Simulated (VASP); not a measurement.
Wanted: the native input for a VASP 6.6.1 run.

```
Task                   : single point
Functional             : PBE
Potentials or basis    : VASP PAW PBE potentials, release 64 (K_sv, I)
Cutoff                 : 520 eV
k mesh                 : 6 × 6 × 6
Occupations            : gaussian, width 0.01 eV
Spin                   : no spin polarisation
Dipole correction      : no
Further INCAR settings : ALGO = Normal; EDIFF = 1e-07; NBANDS = 15
```

The structure of KI lies in POSCAR:

```
KI
1.0
    0.0000000000      3.5445661256      3.5445661256
    3.5445661256      0.0000000000      3.5445661256
    3.5445661256      3.5445661256      0.0000000000
K I
1 1
Direct
    0.0000000000      0.0000000000      0.0000000000
    0.5000000000      0.5000000000      0.5000000000
```

One way to write it, as run:

INCAR

```
PREC = Accurate ; ENCUT = 520
EDIFF = 1E-7 ; ISMEAR = 0
SIGMA = 0.01 ; LREAL = False
LASPH = True ; NELM = 80
ALGO = Normal ; ISIF = 2
LWAVE = False ; LCHARG = False
GGA = PE ; NBANDS = 15
```

KPOINTS

```
Automatic mesh
0
Gamma
  6 6 6
```

Potentials or basis: VASP PAW PBE potentials, release 64 (K_sv, I).

Command:

```sh
$ cat potpaw_PBE.64/K_sv/POTCAR potpaw_PBE.64/I/POTCAR > POTCAR
$ mpirun -np 1 vasp_std > vasp.out
```

It gave:

```
Pressure               : 0.5 GPa
Band gap on the k mesh : 3.94 eV
```

Caveat: spin-orbit coupling is left out, which moves the levels of the heavy elements.

It took 26 s on 1 thread of Intel(R) Xeon(R) Platinum 8488C (Sapphire Rapids) (shared host), peak memory 0.24 GiB.
